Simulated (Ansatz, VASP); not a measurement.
## W in VASP and in Ansatz

POSCAR

```
W
1.0
    0.0000000000      2.0300000000      1.9894000000
    2.0300000000      0.0000000000      1.9894000000
    2.0300000000      2.0300000000      0.0000000000
W
1
Direct
    0.0000000000      0.0000000000      0.0000000000
```

File INCAR.step1:

```
PREC = Accurate ; ENCUT = 520
ISMEAR = 0 ; SIGMA = 0.15
LREAL = False ; LASPH = True
NELM = 100 ; NBANDS = 13
GGA = PE ; ALGO = Normal
EDIFF = 1E-4 ; LWAVE = True
LCHARG = False
```

The input INCAR.step2:

```
PREC = Accurate ; ENCUT = 520
EDIFF = 1E-7 ; ISMEAR = 0
SIGMA = 0.15 ; LREAL = False
LASPH = True ; NELM = 100
ALGO = Normal ; ISIF = 2
LWAVE = False ; LCHARG = False
METAGGA = R2SCAN ; LMIXTAU = True
NBANDS = 13 ; ISTART = 1
```

The input KPOINTS:

```
Automatic mesh
0
Gamma
  20 20 20
```

Input for Ansatz:

```yaml
crystal:
  lattice:
    - [0.0, 2.03, 1.9894]
    - [2.03, 0.0, 1.9894]
    - [2.03, 2.03, 0.0]
  atoms:
    - { symbol: W, position: [0.0, 0.0, 0.0] }
basis:
  ecutwfc: 500
kpoints:
  mp_grid: { grid: [20, 20, 20] }
hamiltonian:
  xc: r2scan
scf:
  occupations: { method: gaussian, width: 0.15 }
output:
  forces: true
  stress: true
  eigenvalues: true
```

Change from the starting cell: strain -0.0200 x Voigt [0, 0, 1, 0, 0, 0], atoms carried along.

Alike in both runs: task single point; functional r2SCAN; k mesh 20 × 20 × 20; occupations gaussian, width 0.15 eV; no spin polarisation.

```csv
,VASP,Ansatz
version,VASP 6.6.1,Ansatz 0.2.0
potentials or method,"VASP PAW PBE potentials, release 64 (W_sv), cutoff 520 eV","scalar-relativistic, plane waves, PAW"
valence electrons in the cell,14,14
```

Ansatz gave:

```
gap on the k mesh at the Fermi level (eV)                     : none
pressure (GPa)                                                : -3.3
traceless stress, the component that is largest in VASP (GPa) : -6.23
```

Task: Which values does VASP return?

Result: gap on the k mesh at the Fermi level (eV): none; pressure (GPa): -2.2; traceless stress, the component that is largest in VASP (GPa): -6.30.

VASP's potentials were made for PBE, not for r2SCAN. A gap of «none» marks a metal or a gap that the smearing closes. With one functional, cell and mesh, what is left measures potentials, basis and numerics.

Neither program's run includes spin-orbit coupling.
